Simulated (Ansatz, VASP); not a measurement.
## Two plane-wave programs on H

```
H
1.0
     5.69853    0.00000    0.00000
    -2.84927    4.93507    0.00000
     0.00000    0.00000    4.13790
H
2
Direct
  0.33333 0.66667 0.25000
  0.66667 0.33333 0.75000
```

Alike in both runs: task single point; functional PBE; k mesh 6 × 6 × 6; occupations gaussian, width 0.05 eV; collinear spin.

```csv
,VASP,Ansatz
version,VASP 6.6.1,Ansatz 0.2.0
potentials or method,"VASP PAW PBE potentials, release 64 (H), cutoff 520 eV","scalar-relativistic, plane waves, PAW"
valence electrons in the cell,2,2
```

VASP gave:

- gap on the k mesh at the Fermi level (eV): 6.76
- least direct gap on the mesh (eV): 7.18
- pressure (GPa): 0.0
- net moment per atom (μB): 1.00
- size of the moment on the site where the two differ most (μB): 0.38

Task: Which values does Ansatz return?

Result: gap on the k mesh at the Fermi level (eV): 6.47; least direct gap on the mesh (eV): 6.47; pressure (GPa): 0.0; net moment per atom (μB): 1.00; size of the moment on the site where the two differ most (μB): 0.95.

Site moments also hang on the region over which each program counts them. Ansatz's warnings: band edge not confirmed under output density, nearly empty spin channel levels not settled.
